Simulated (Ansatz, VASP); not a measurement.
SiC in VASP and in Ansatz

File INCAR:

```
SYSTEM = SiC
PREC = Accurate ; ENCUT = 520
EDIFF = 1E-6 ; ISMEAR = 0
SIGMA = 0.05 ; LREAL = .FALSE.
LASPH = .TRUE. ; NELM = 60
ALGO = Normal ; ISIF = 2
LWAVE = .FALSE. ; LCHARG = .TRUE.
GGA = PS ; LELF = .TRUE.
LVHAR = .TRUE. ; NBANDS = 11
```

Contents of KPOINTS:

```
Automatic mesh
0
G
  12 12 12
  0 0 0
```

The input POSCAR:

```
SiC
1.0
    0.0000000000      2.1277503411      2.1277503411
    2.1277503411      0.0000000000      2.1277503411
    2.1857670004      2.1857670004     -0.0580166593
Si C
1 1
Direct
    0.0000000000      0.0000000000      0.0000000000
    0.7500000000      0.7500000000      0.7500000000
```

Input for Ansatz:

```yaml
crystal:
  lattice:
    - [0.0, 2.1277503411, 2.1277503411]
    - [2.1277503411, 0.0, 2.1277503411]
    - [2.1857670004, 2.1857670004, -0.0580166593]
  atoms:
    - { symbol: Si, position: [0.0, 0.0, 0.0] }
    - { symbol: C, position: [0.75, 0.75, 0.75] }
basis:
  ecutwfc: 520.0
kpoints:
  mp_grid: { grid: [12, 12, 12] }
hamiltonian:
  xc: pbesol
  pseudopotentials: { kind: paw, azcp: { folder: soft_1 } }
scf:
  occupations: { method: gaussian, width: 0.05 }
output:
  forces: true
  stress: true
  eigenvalues: true
  write_density: true
  write_potential: true
  elf: true
  volumetric_format: npy
```

Alike in both runs: task single point; functional PBEsol; k mesh 12 × 12 × 12; occupations gaussian, width 0.05 eV; no spin polarisation.

|  | VASP | Ansatz |
| --- | --- | --- |
| version | VASP 6.6.1 | Ansatz 0.2.0 |
| potentials or method | VASP PAW PBE potentials, release 64 (Si, C), cutoff 520 eV | scalar-relativistic, plane waves, PAW |
| valence electrons in the cell | 8 | 8 |

|  | VASP | Ansatz | Ansatz less VASP |
| --- | --- | --- | --- |
| gap on the k mesh at the Fermi level (eV) | 1.09 | 1.10 | +0.012 |
| least direct gap on the mesh (eV) | 4.23 | 4.25 | +0.017 |
| pressure (GPa) | 8.1 | 7.7 | -0.36 |
| traceless stress, the component that is largest in VASP (GPa) | -7.71 | -7.66 | +0.057 |
| rms of the force components (eV/Å) | 0.229 | 0.226 | -0.0028 |

VASP's potentials were made for PBE, not for PBEsol, and Ansatz warns of the same on its side. Atom by atom the forces differ by 0.003 eV/Å (rms over components).
